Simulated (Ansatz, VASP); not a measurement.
## Two plane-wave programs on SnO

```
CELL_PARAMETERS angstrom
3.89279 0.00000 0.00000
0.00000 3.89279 0.00000
0.00000 0.00000 4.01035
ATOMIC_POSITIONS crystal
Sn 0.00000 0.50000 0.24575
Sn 0.50000 0.00000 0.75425
O 0.00000 0.00000 0.00000
O 0.50000 0.50000 0.00000
```

Alike in both runs: task single point; functional LDA; k mesh 12 × 12 × 10; occupations gaussian, width 0.15 eV; no spin polarisation.

```csv
,VASP,Ansatz
version,VASP 6.6.1,Ansatz 0.2.0
potentials or method,"VASP PAW LDA potentials, release 64 (Sn_d, O), cutoff 520 eV","scalar-relativistic, plane waves, PAW"
valence electrons in the cell,40,40
```

Ansatz gave:

| Quantity | Value |
| --- | --- |
| gap on the k mesh at the Fermi level (eV) | 0.47 |
| least direct gap on the mesh (eV) | 1.29 |
| pressure (GPa) | 6.2 |
| traceless stress, the component that is largest in VASP (GPa) | 6.07 |
| rms of the force components (eV/Å) | 0.534 |

Task: Which values does VASP return?

Result: gap on the k mesh at the Fermi level (eV): 0.45; least direct gap on the mesh (eV): 1.25; pressure (GPa): 6.8; traceless stress, the component that is largest in VASP (GPa): 5.94; rms of the force components (eV/Å): 0.581.

LDA's correlation is that of Perdew and Zunger in VASP and of Perdew and Wang (1992) in Ansatz. Atom by atom the forces differ by 0.046 eV/Å (rms over components).
